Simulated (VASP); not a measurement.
Input of a VASP 6.6.1 run:

File INCAR:

```
PREC = Accurate
ENCUT = 520
EDIFF = 1E-6
ISMEAR = -1
SIGMA = 0.08
LREAL = False
LASPH = True
NELM = 100
ALGO = Normal
ISIF = 2
LWAVE = False
LCHARG = True
GGA = PE
LELF = True
LVHAR = True
NBANDS = 8
```

The input KPOINTS:

```
Automatic mesh
0
Gamma
  17 17 17
```

File POSCAR:

```
Li
1.0
    0.0000000000      2.1612712567      2.1612712567
    2.1612712567      0.0000000000      2.1612712567
    2.1612712567      2.1612712567      0.0000000000
Li
1
Direct
    0.0000000000      0.0000000000      0.0000000000
```

Potentials or basis: VASP PAW PBE potentials, release 64 (Li_sv).

Command:

```sh
$ cat potpaw_PBE.64/Li_sv/POTCAR > POTCAR
$ mpirun -np 1 vasp_std > vasp.out
```

Predict the band gap on the k mesh.

zero (an odd number of electrons rules out a gap without spin polarisation).
